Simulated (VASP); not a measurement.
## Co: single point with LDA

The system is Co.

```
Co
1.0
     2.42944    0.00000    0.00000
    -1.21472    2.10396    0.00000
     0.00000    0.00000    7.83586
Co
4
Cartesian
  0.0000 1.4026 2.9384
  1.2147 0.7013 0.9795
  0.0000 1.4026 6.8564
  1.2147 0.7013 4.8974
```

```json
{"Program": "VASP 6.6.1", "Task": "single point", "Functional": "LDA", "Potentials or basis": "VASP PAW LDA potentials, release 64 (Co)", "Cutoff": "520 eV", "k mesh": "20 × 20 × 6", "Occupations": "gaussian, width 0.05 eV", "Spin": "collinear spin, antiferromagnetic start", "Starting moments": "[1.5, 1.5, -1.5, -1.5] μB"}
```

* Pressure: -6.3 GPa
* Largest force: 0.374 eV/Å
* Band gap on the k mesh: zero (filled and empty bands overlap)
* Net moment: 0.00 μB per cell
* Site moments: Co +1.06, -1.06 (each value once) μB
* Valence electrons inside the program's atomic spheres: Co 8.45

Forces in eV/Å, atoms in the order of the input:
```
Co   0.000  0.000 -0.374
Co   0.000  0.000  0.374
Co   0.000  0.000 -0.374
Co   0.000  0.000  0.374
```

Stress tensor (GPa, compression positive):
```
-5.23  0.00  0.00
 0.00 -5.23  0.00
 0.00  0.00 -8.47
```

Levels at points of the mesh, in eV from the Fermi level:
Spin up:
| k point | band 16 | band 17 | band 18 | band 19 | band 20 | band 21 |
| --- | --- | --- | --- | --- | --- | --- |
| (0.00, 0.00, 0.00) | -1.19 | -1.19 | -0.55 | -0.55 | -0.08 | -0.04 |
| (0.50, 0.00, 0.00) | -0.19 | -0.11 | 0.55 | 0.91 | 1.01 | 1.89 |
| (0.00, 0.00, 0.50) | -1.40 | -1.04 | -1.04 | -0.78 | -0.78 | 0.01 |
| (0.50, 0.00, 0.50) | -0.20 | -0.11 | 0.36 | 0.92 | 1.01 | 1.21 |
Spin down:
```
           k point  band 14  band 15  band 16  band 17  band 18  band 19  band 20  band 21  band 22  band 23
(0.00, 0.00, 0.00)    -1.54    -1.54    -1.19    -1.19    -0.55    -0.55    -0.08    -0.04    -0.04     0.46
(0.50, 0.00, 0.00)    -0.39    -0.30    -0.19    -0.11     0.55     0.91     1.01     1.89     1.97     2.22
(0.00, 0.00, 0.50)    -1.48    -1.40    -1.40    -1.04    -1.04    -0.78    -0.78     0.01     0.01     0.48
(0.50, 0.00, 0.50)    -0.25    -0.23    -0.20    -0.11     0.36     0.92     1.01     1.21     1.62     3.48
```

It took 10 min on 1 thread of Oxide Virtual Turin-like Processor, on a shared host, peak memory 0.41 GiB.

Caveat: the cell stands under tension.
